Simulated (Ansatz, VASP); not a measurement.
# Ta: VASP beside Ansatz

```
Ta
1.0
     4.56575    0.00000    0.00000
    -2.28287    3.95405    0.00000
     0.00000    0.00000    5.33971
Ta
4
Direct
  0.33333 0.66667 0.50000
  0.66667 0.33333 0.00000
  0.66667 0.33333 0.50000
  0.33333 0.66667 0.00000
```

Alike in both runs: functional PBEsol; k mesh 6 × 6 × 4; occupations gaussian, width 0.1 eV; no spin polarisation.

Ansatz relaxed the structure, and its values are those at the end. VASP's run is a single point on that final structure, the one shown.

|  | VASP | Ansatz |
| --- | --- | --- |
| version | VASP 6.6.1 | Ansatz 0.2.0 |
| potentials or method | VASP PAW PBE potentials, release 64 (Ta_pv), cutoff 520 eV | scalar-relativistic, plane waves, PAW |
| valence electrons in the cell | 44 | 52 |

Ansatz gave:

| Item | Value |
| --- | --- |
| gap on the k mesh at the Fermi level (eV) | none |
| pressure (GPa) | 0.0 |

Which values does VASP return?

gap on the k mesh at the Fermi level (eV): none; pressure (GPa): 0.2.

VASP's potentials were made for PBE, not for PBEsol. A gap of «none» marks a metal or a gap that the smearing closes. VASP's potentials hold 44 valence electrons a cell and Ansatz's 52, so a difference there can come from the potentials and not from the codes.

Spin-orbit coupling is off throughout.
